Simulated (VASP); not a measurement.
Here is a VASP 6.6.1 calculation.

The input INCAR:

```
SYSTEM = La3GaN4
PREC = Accurate
ENCUT = 520
EDIFF = 1E-6
ISMEAR = -1
SIGMA = 0.02
LREAL = .FALSE.
LASPH = .TRUE.
NELM = 80
ALGO = Normal
ISIF = 2
LWAVE = .FALSE.
LCHARG = .TRUE.
GGA = PE
LELF = .TRUE.
LVHAR = .TRUE.
NBANDS = 43
```

The input KPOINTS:

```
Automatic mesh
0
G
  6 6 2
  0 0 0
```

File POSCAR:

```
La3GaN4
1.0
    3.9311089221      0.0000000000      0.0000000000
   -1.9655544610      3.4044401915      0.0000000000
    0.0000000000      0.0000000000     11.8751347197
Ga La N
1 3 4
Direct
    0.3333333333      0.6666666667      0.0063740781
    0.3333333333      0.6666666667      0.4914365630
    0.6666666667      0.3333333333      0.2172145715
    0.6666666667      0.3333333333      0.7659643881
    0.3333333333      0.6666666667      0.1671604075
    0.3333333333      0.6666666667      0.6996140357
    0.6666666667      0.3333333333      0.4285587148
    0.6666666667      0.3333333333      0.9736772414
```

Potentials or basis: VASP PAW PBE potentials, release 64 (Ga_d, La, N).

Launch:

```sh
$ cat potpaw_PBE.64/Ga_d/POTCAR potpaw_PBE.64/La/POTCAR potpaw_PBE.64/N/POTCAR > POTCAR
$ mpirun -np 1 vasp_std > vasp.out
```

Task: What does it give for the band gap on the k mesh?

Result: Zero (bands 33 and 34 overlap by 0.20 eV).

Task: What does it give for the pressure?

Result: -0.1 GPa.

Task: What does it give for the largest force?

Result: 0.020 eV/Å.

Forces on the atoms (eV/Å):
```
Ga   0.000  0.000 -0.004
La   0.000  0.000 -0.001
La   0.000  0.000  0.000
La   0.000  0.000 -0.007
N    0.000  0.000  0.020
N    0.000  0.000  0.002
N    0.000  0.000  0.000
N    0.000  0.000 -0.010
```

Caveat: semilocal functionals underestimate gaps, and a narrow one can read as zero; spin-orbit coupling is left out, which moves the levels of the heavy elements.
